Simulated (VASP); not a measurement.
Here is a VASP 6.6.1 calculation.

INCAR

```
ALGO = Normal
EDIFF = 1E-6
EDIFFG = -0.08
ENCUT = 600
GGA = PE
IBRION = 2
ISIF = 3
ISMEAR = 0
LASPH = True
LCHARG = False
LREAL = False
LWAVE = False
NELM = 100
NSW = 36
PREC = Accurate
SIGMA = 0.15
```

File KPOINTS:

```
k-points
0
Gamma
  3 3 3
```

Contents of POSCAR:

```
MgNb2O4
1.0
    0.0000000000      4.3300000000      4.3300000000
    4.3300000000      0.0000000000      4.3300000000
    4.3300000000      4.3300000000      0.0000000000
Mg Nb O
2 4 8
Direct
    0.0000000000      0.0000000000      0.0000000000
    0.2500000000      0.2500000000      0.2500000000
    0.6250000000      0.6250000000      0.1250000000
    0.6250000000      0.6250000000      0.6250000000
    0.1250000000      0.6250000000      0.6250000000
    0.6250000000      0.1250000000      0.6250000000
    0.8650000000      0.4050000000      0.8650000000
    0.4050000000      0.8650000000      0.8650000000
    0.8650000000      0.8650000000      0.4050000000
    0.8650000000      0.8650000000      0.8650000000
    0.3850000000      0.3850000000      0.8450000000
    0.3850000000      0.8450000000      0.3850000000
    0.8450000000      0.3850000000      0.3850000000
    0.3850000000      0.3850000000      0.3850000000
```

Potentials or basis: VASP PAW PBE potentials, release 64 (Mg, Nb_sv, O).

Command:

```console
$ cat potpaw_PBE.64/Mg/POTCAR potpaw_PBE.64/Nb_sv/POTCAR potpaw_PBE.64/O/POTCAR > POTCAR
$ mpirun -np 1 vasp_std > vasp.out
```

Problem. Predict the relaxed cell.

Solution. a = 6.159 Å, b = 6.159 Å, c = 6.159 Å, α = 60.00°, β = 60.00°, γ = 60.00°.

Problem. Predict the relaxed volume.

Solution. 11.80 Å³/atom.

Problem. What does it give for the space group after relaxing (to 0.05 Å)?

Solution. Fd-3m (No. 227).

Final structure:
```
Mg Nb O
1.0
     0.00000    4.35534    4.35534
     4.35534    0.00000    4.35534
     4.35534    4.35534    0.00000
Mg Nb O
2 4 8
Direct
  0.00000 0.00000 0.00000
  0.25000 0.25000 0.25000
  0.62500 0.62500 0.12500
  0.62500 0.62500 0.62500
  0.12500 0.62500 0.62500
  0.62500 0.12500 0.62500
  0.87336 0.37991 0.87336
  0.37991 0.87336 0.87336
  0.87336 0.87336 0.37991
  0.87336 0.87336 0.87336
  0.37664 0.37664 0.87009
  0.37664 0.87009 0.37664
  0.87009 0.37664 0.37664
  0.37664 0.37664 0.37664
```

Caveat: the k points lie up to 0.42 Å⁻¹ apart in the final cell.
